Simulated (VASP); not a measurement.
# Ta (I4/mmm) in VASP: further runs

Runs on Ta. Level: PBEsol. Tasks: single point.

Program: VASP 6.6.1. These are calculated values, not measurements. Logs are shortened: lines on timing, memory, paths and dates and some standing lists are left out, and cuts for length are marked.

**1. The cell of the first run**

The structure is tetragonal, space group I4/mmm (No. 139). The conventional cell has a = 3.149 Å, b = 3.149 Å, c = 3.281 Å, α = 90.00°, β = 90.00°, γ = 90.00°. Within 3.6 Å of Ta (site symmetry 4/mmm) lie 14 Ta at 2.77 to 3.28 Å.

**2. Single point, PBEsol (strain -0.040 along x and y, +0.000 along z)**

The input, INCAR:

```
SYSTEM = Ta
PREC = Accurate
ENCUT = 520
EDIFF = 1E-7
ISMEAR = 0
SIGMA = 0.15
LREAL = .FALSE.
LASPH = .TRUE.
NELM = 80
ALGO = Fast
ISIF = 2
LWAVE = .FALSE.
LCHARG = .FALSE.
GGA = PS
NBANDS = 12
```

The input, KPOINTS:

```
regular mesh
0
G
  26 26 26
  0 0 0
```

The input, POSCAR:

```
Ta
1.0
   -1.5746493717      1.5746493717      1.6402597622
    1.5746493717     -1.5746493717      1.6402597622
    1.5746493717      1.5746493717     -1.6402597622
Ta
1
Direct
    0.0000000000      0.0000000000      0.0000000000
```

Potentials or basis: VASP PAW PBE potentials, release 64 (Ta_pv).

Started as:

```console
$ cat potpaw_PBE.64/Ta_pv/POTCAR > POTCAR
$ mpirun -np 1 vasp_std > vasp.out
```

OUTCAR:

```text
SYSTEM = Ta
   PREC = Accurate
   ENCUT = 520
   EDIFF = 1E-7
   ISMEAR = 0
   LREAL = .FALSE.
   LASPH = .TRUE.
   NELM = 80
   ISIF = 2
   GGA = PS

 ion  position               nearest neighbor table
   1  0.000  0.000  0.000-

  LATTYP: Found a body centered tetragonal cell.
 ALAT       =     3.1492987434
 C/A-ratio  =     1.0416666667

  Lattice vectors:

 A1 = (  -1.5746493717,   1.5746493717,   1.6402597622)
 A2 = (   1.5746493717,  -1.5746493717,   1.6402597622)
 A3 = (   1.5746493717,   1.5746493717,  -1.6402597622)

Analysis of symmetry for initial positions (statically):
=====================================================================
 Subroutine PRICEL returns:
 Original cell was already a primitive cell.

 Routine SETGRP: Setting up the symmetry group for a
 body centered tetragonal supercell.

 Subroutine GETGRP returns: Found 16 space group operations
 (whereof 16 operations were pure point group operations)
 out of a pool of 16 trial point group operations.

The static configuration has the point symmetry D_4h.

Analysis of symmetry for dynamics (positions and initial velocities):
=====================================================================
 Subroutine PRICEL returns:
 Original cell was already a primitive cell.

 Routine SETGRP: Setting up the symmetry group for a
 body centered tetragonal supercell.

 Subroutine GETGRP returns: Found 16 space group operations
 (whereof 16 operations were pure point group operations)
 out of a pool of 16 trial point group operations.

The dynamic configuration has the point symmetry D_4h.

 Subroutine INISYM returns: Found 16 space group operations
 (whereof 16 operations are pure point group operations),
 and found     1 'primitive' translations

----------------------------------------------------------------------------------------

                                     Primitive cell

  volume of cell :      16.2682

  direct lattice vectors                    reciprocal lattice vectors
    -1.574649372  1.574649372  1.640259762     0.000000000  0.317531007  0.304829766
     1.574649372 -1.574649372  1.640259762     0.317531007  0.000000000  0.304829766
     1.574649372  1.574649372 -1.640259762     0.317531007  0.317531007  0.000000000

  length of vectors
     2.765771750  2.765771750  2.765771750     0.440167158  0.440167158  0.449056656

  position of ions in fractional coordinates (direct lattice)
     0.000000000  0.000000000  0.000000000

  ion indices of the primitive-cell ions
   primitive index   ion index
                 1           1

----------------------------------------------------------------------------------------

 KPOINTS: regular mesh

Automatic generation of k-mesh.
 Grid dimensions read from file:
 generate k-points for:   26   26   26

 Generating k-lattice:

  Cartesian coordinates                     Fractional coordinates (reciprocal lattice)
     0.000000000  0.012212731  0.011724222     0.038461538  0.000000000  0.000000000
     0.012212731  0.000000000  0.011724222     0.000000000  0.038461538  0.000000000
     0.012212731  0.012212731  0.000000000     0.000000000  0.000000000  0.038461538

  Length of vectors
     0.016929506  0.016929506  0.017271410

  Shift w.r.t. Gamma in fractional coordinates (k-lattice)
     0.000000000  0.000000000  0.000000000

 Subroutine IBZKPT returns following result:
 ===========================================

 Found   1330 irreducible k-points:

 Following reciprocal coordinates:
            Coordinates               Weight
  0.000000  0.000000  0.000000      1.000000
  0.038462 -0.000000  0.000000      8.000000
  0.076923 -0.000000  0.000000      8.000000
  0.115385 -0.000000  0.000000      8.000000
  0.153846 -0.000000  0.000000      8.000000
  0.192308  0.000000 -0.000000      8.000000
[... 16 lines left out ...]
  0.346154  0.038462  0.000000     16.000000
  0.384615  0.038462 -0.000000     16.000000
 [... further k-points ...]
   k-points           NKPTS =   1330   k-points in BZ     NKDIM =   1330   number of bands    NBANDS=     12
   number of dos      NEDOS =    301   number of ions     NIONS =      1
   total plane-waves  NPLWV =  13824
   dimension x,y,z NGX =    24 NGY =   24 NGZ =   24
   dimension x,y,z NGXF=    48 NGYF=   48 NGZF=   48
   ions per type =               1
   NGX,Y,Z   is equivalent  to a cutoff of  14.43, 14.43, 14.43 a.u.
   NGXF,Y,Z  is equivalent  to a cutoff of  28.85, 28.85, 28.85 a.u.
 SYSTEM =  Ta
   PREC   = accura    normal or accurate (medium, high low for compatibility)
   ISTART =      0    job   : 0-new  1-cont  2-samecut
   ICHARG =      2    charge: 1-file 2-atom 10-const
   ISPIN  =      1    spin polarized calculation?
   LNONCOLLINEAR =      F non collinear calculations
   LSORBIT =      F    spin-orbit coupling
   LASPH  =      T    aspherical Exc in radial PAW
   ENCUT  =  520.0 eV  38.22 Ry    6.18 a.u.   5.14  5.14  5.14*2*pi/ulx,y,z
   NELM   =     80;   NELMIN=  2; NELMDL= -5     # of ELM steps
   EDIFF  = 0.1E-06   stopping-criterion for ELM
   LREAL  =      F    real-space projection
   EDIFFG = 0.1E-05   stopping-criterion for IOM
   NSW    =      0    number of steps for IOM
   IBRION =     -1    ionic relax: 0-MD 1-quasi-New 2-CG
   NFREE  =      0    steps in history (QN), initial steepest desc. (CG)
   ISIF   =      2    stress and relaxation
   ISYM   =      2    0-nonsym 1-usesym 2-fastsym
   POTIM  = 0.5000    time-step for ionic-motion
   TEBEG  =    0.0;   TEEND  =   0.0 temperature during run
   PSTRESS=    0.0 pullay stress
   NELECT =      11.0000    total number of electrons
   NUPDOWN=      -1.0000    fix difference up-down
   EMIN   =  10.00;   EMAX   =-10.00  energy-range for DOS
   EFERMI =   0.00;   METHOD = LEGACY
   ISMEAR =     0;   SIGMA  =   0.15  broadening in eV -4-tet -1-fermi 0-gaus
   EFERMI_NEDOS =   21; number of points for ismear=-14 and -15
   IALGO  =     68    algorithm
   IMIX   =      4    mixing-type and parameters
     AMIX     =   0.40;   BMIX     =  1.00
     AMIX_MAG =   1.60;   BMIX_MAG =  1.00
  volume/ion in A,a.u.               =      16.27       109.78
  Fermi-wavevector in a.u.,A,eV,Ry     =   1.436897  2.715341 28.091578  2.064673
  Thomas-Fermi vector in A             =   2.556034
   LORBIT       =      0    0 simple, 1 ext, 2 COOP (PROOUT), +10 PAW based schemes
   GGA     = PS    functional components
   LHFCALC =     F    Hartree Fock is set to
   AEXX    =    0.0000 exact exchange contribution
   IVDW    =     0    specifies the selected vdW correction
   LEPSILON=     F    determine dielectric tensor
   LRPA    =     F    only Hartree local field effects (RPA)
 non-spin polarized calculation
 RMM-DIIS sequential band-by-band and
 Gauss-broadening in eV      SIGMA  =   0.15
  energy-cutoff  :      520.00
  volume of cell :       16.27
 maximum number of plane-waves:       456
 NGX is ok and might be reduce to    24
   NGX = 11   NGY = 11   NGZ = 11

 number of electron      10.9999999 magnetization

 Free energy of the ion-electron system (eV)
  ---------------------------------------------------
  ext. energy  EPLUGINS =         0.00000000
  ---------------------------------------------------
  free energy    TOTEN  =       -12.46484633 eV

  energy without entropy =      -12.45141618  energy(sigma->0) =      -12.45813125

 E-fermi :   6.1718     XC(G=0): -13.2582

 val. band max:        6.1717365734   @ k =   0.4231   0.3462   0.0000
 cond. band min:       6.1720125620   @ k =  -0.3462   0.3462   0.1923
 fundamental gap:      0.0002759886
 Fermi energy:         6.1717626437

 k-point     1 :       0.0000    0.0000    0.0000
  band No.  band energies     occupation
      1     -26.4439      2.00000
      2     -26.4368      2.00000
      3     -26.4368      2.00000
      4      -2.1358      2.00000
      5       6.7074      0.00000
      6       6.7074      0.00000
      7       7.2754      0.00000
      8      10.1057      0.00000
      9      10.9038      0.00000
     10      21.1994      0.00000
     11      21.9786      0.00000
     12      21.9786      0.00000

 k-point     2 :       0.0385   -0.0000    0.0000
  band No.  band energies     occupation
      1     -26.4675      2.00000
      2     -26.4444      2.00000
      3     -26.4401      2.00000
      4      -2.0605      2.00000
      5       6.6974      0.00000
      6       6.7186      0.00000
      7       7.2887      0.00000
      8      10.0438      0.00000
      9      10.8733      0.00000
     10      21.3443      0.00000
     11      22.1068      0.00000
     12      22.1175      0.00000

 k-point     3 :       0.0769   -0.0000    0.0000
  band No.  band energies     occupation
      1     -26.5452      2.00000
      2     -26.4667      2.00000
      3     -26.4406      2.00000
      4      -1.8389      2.00000
      5       6.6587      0.00000
      6       6.6871      0.00000
      7       7.3986      0.00000
      8       9.8763      0.00000
      9      10.8089      0.00000
     10      21.6884      0.00000
     11      22.4847      0.00000
     12      22.5641      0.00000
[... 286 lines left out ...]
 k-point    23 :       0.3462    0.0385    0.0000
  band No.  band energies     occupation
      1     -27.8241      2.00000
      2     -26.8611      2.00000
      3     -26.4516      2.00000
      4       1.3262      2.00000
      5       4.8446      2.00000
      6       6.5560      0.00029
      7      10.1527      0.00000
      8      11.1756      0.00000
      9      12.8365      0.00000
     10      19.8441      0.00000
     11      21.1114      0.00000
     12      21.6767      0.00000

 k-point    24 :       0.3846    0.0385   -0.0000
  band No.  band energies     occupation
      1     -27.9437      2.00000
      2     -26.9006      2.00000
      3     -26.4525      2.00000
      4       1.3766      2.00000
      5       4.6831      2.00000
      6       7.1226      0.00000
      7      10.1955      0.00000
      8      11.3776      0.00000
      9      13.7566      0.00000
     10      19.3356      0.00000
     11      20.5843      0.00000
     12      21.2649      0.00000

 [... further k-points ...]

------------------------ aborting loop because EDIFF is reached ----------------------------------------

  FORCE on cell =-STRESS in cart. coord.  units (eV):
  Direction    XX          YY          ZZ          XY          YZ          ZX
  --------------------------------------------------------------------------------------
  -------------------------------------------------------------------------------------
  Total        2.2932075      2.2932075      1.6822665      0.0000000      0.0000000      0.0000000
  in kB      225.8466182    225.8466182    165.6780696      0.0000000      0.0000000      0.0000000
  external PRESSURE =     205.7904354 kB  Pullay stress =       0.0000000 kB

 VOLUME and BASIS-vectors are now :
 -----------------------------------------------------------------------------
  energy-cutoff  :      520.00
  volume of cell :       16.27
      direct lattice vectors                 reciprocal lattice vectors
    -1.574649372  1.574649372  1.640259762     0.000000000  0.317531007  0.304829766
     1.574649372 -1.574649372  1.640259762     0.317531007  0.000000000  0.304829766
     1.574649372  1.574649372 -1.640259762     0.317531007  0.317531007  0.000000000

 POSITION                                       TOTAL-FORCE (eV/Angst)
 -----------------------------------------------------------------------------------
      0.00000      0.00000      0.00000         0.000000      0.000000      0.000000
 -----------------------------------------------------------------------------------
    total drift:                               -0.000000      0.000000     -0.000000

  FREE ENERGIE OF THE ION-ELECTRON SYSTEM (eV)
  ---------------------------------------------------
  free  energy   TOTEN  =       -12.4648463326 eV

  energy  without entropy=      -12.4514161761  energy(sigma->0) =      -12.45813125
```

It took 3 min on 1 thread of AMD EPYC 9R45 (Zen 5), shared host; peak memory 0.33 GiB.

What came out:

| Item | Value |
| --- | --- |
| Free energy | -12.4648 eV |
| Pressure | 20.6 GPa |
| Band gap on the k mesh | zero (an odd number of electrons rules out a gap without spin polarisation) |

Levels at points of the mesh, in eV from the Fermi level:
| k point | band 4 | band 5 | band 6 | band 7 | band 8 | band 9 |
| --- | --- | --- | --- | --- | --- | --- |
| (0.00, 0.00, 0.00) | -8.31 | 0.54 | 0.54 | 1.10 | 3.93 | 4.73 |
| (0.50, 0.00, 0.00) | -4.87 | -1.68 | 2.04 | 3.92 | 5.47 | 8.79 |
| (0.50, 0.50, 0.00) | -4.88 | -2.26 | 2.38 | 4.84 | 5.75 | 8.95 |
| (0.50, 0.50, 0.50) | -4.54 | -4.39 | 7.59 | 7.78 | 7.78 | 8.96 |

Caveat: the cell differs from its parent crystal (strain -0.040 along x and y, +0.000 along z); the stress differs along the axes, from 17 to 23 GPa; the PAW data sets were made with another functional, which shifts forces and pressure a little; spin-orbit coupling is left out, which moves the levels of the heavy elements.

[end of part 1 of 2]
